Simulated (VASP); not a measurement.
Runs of VASP 6.6.1 on KI. The structure is that of space group Fm-3m (No. 225), or close to it. The cells are those of the table. 

```csv
level,cell,k mesh,grid for exact exchange (PRECFOCK),share of exact exchange,screening parameter,gap on the mesh (eV),pressure (GPa)
r2SCAN,"a = 5.013, b = 5.013, c = 5.055 Å, angles 59.7, 59.7, 59.4°, 2 atoms",6 × 6 × 6,-,-,-,(b),0.0
HSE06,"a = 4.975, b = 4.975, c = 4.910 Å, angles 60.4, 60.4, 59.1°, 2 atoms",4 × 4 × 4,Normal,0.25,0.2079 1/Å,5.02,(a)
r2SCAN,"a = 4.975, b = 4.975, c = 4.910 Å, angles 60.4, 60.4, 59.1°, 2 atoms",6 × 6 × 6,-,-,-,4.67,0.5
HSE06,"a = 5.013 Å, angles 60.0°, 2 atoms",4 × 4 × 4,Normal,0.25,0.2079 1/Å,4.93,0.3
HSE06,"a = 5.273 Å, angles 60.0°, 2 atoms",4 × 4 × 4,Normal,0.25,0.2079 1/Å,4.59,-1.0
```

Alike in all rows: task single point; potentials or basis VASP PAW PBE potentials, release 64 (K_sv, I); no spin polarisation; cutoff (eV) 520; smearing gaussian 0.01 eV.

Problem. Fill in the values left out.

Solution. (a) 0.8; (b) 4.56.

Caveats: the PAW data sets were made with another functional, which shifts forces and pressure a little; spin-orbit coupling is left out, which moves the levels of the heavy elements.

A k mesh can miss the band edges, and the runs leave out spin-orbit coupling on I.
